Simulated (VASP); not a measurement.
**Ge: single point with r2SCAN**

The system is Ge.

```
Ge
1.0
     4.00312    0.00000    0.00000
    -2.00156    3.46680    0.00000
     0.00000    0.00000   13.15671
Ge
8
Cartesian
  0.0000 0.0000 5.3528
  0.0000 0.0000 7.8039
  0.0000 0.0000 11.9312
  0.0000 0.0000 1.2255
  0.0000 2.3112 4.5267
  2.0016 1.1556 8.6300
  2.0016 1.1556 11.1050
  0.0000 2.3112 2.0517
```

```json
{
 "Program": "VASP 6.6.1",
 "Task": "single point",
 "Functional": "r2SCAN",
 "Potentials or basis": "VASP PAW PBE potentials, release 64 (Ge_d)",
 "Cutoff": "520 eV",
 "k mesh": "6 × 6 × 2",
 "Occupations": "gaussian, width 0.1 eV",
 "Spin": "no spin polarisation"
}
```

```json
{"Pressure": "0.0 GPa", "Largest force": "0.021 eV/Å", "Band gap on the k mesh": "0.26 eV, direct"}
```

Forces in eV/Å, atoms in the order of the input:
```
Ge   0.000  0.000 -0.021
Ge   0.000  0.000  0.021
Ge   0.000  0.000 -0.021
Ge   0.000  0.000  0.021
Ge   0.000  0.000  0.021
Ge   0.000  0.000 -0.021
Ge   0.000  0.000  0.021
Ge   0.000  0.000 -0.021
```

Stress tensor (GPa, compression positive):
```
 0.09  0.00  0.00
 0.00  0.09  0.00
 0.00  0.00 -0.23
```

Levels at points of the mesh, in eV from the valence-band top:
| k point | band 53 | band 54 | band 55 | band 56 | band 57 | band 58 | band 59 | band 60 |
| --- | --- | --- | --- | --- | --- | --- | --- | --- |
| (0.00, 0.00, 0.00) | -0.93 | -0.16 | 0.00 | 0.00 | 0.26 | 0.29 | 0.73 | 1.06 |
| (0.50, 0.00, 0.00) | -2.56 | -2.56 | -1.95 | -1.56 | 0.43 | 0.56 | 0.79 | 1.64 |
| (0.00, 0.00, 0.50) | -0.36 | -0.36 | -0.36 | -0.36 | 0.41 | 0.41 | 1.39 | 1.39 |
| (0.50, 0.00, 0.50) | -2.72 | -2.72 | -1.91 | -1.91 | 0.85 | 0.85 | 1.51 | 1.51 |

Run time: 7 min on 1 thread of Intel(R) Xeon(R) 6975P-C (Granite Rapids), with other jobs on the host, peak memory 0.37 GiB.

Caveat: the PAW data sets were made with another functional, which shifts forces and pressure a little. A k mesh can miss the band edges.
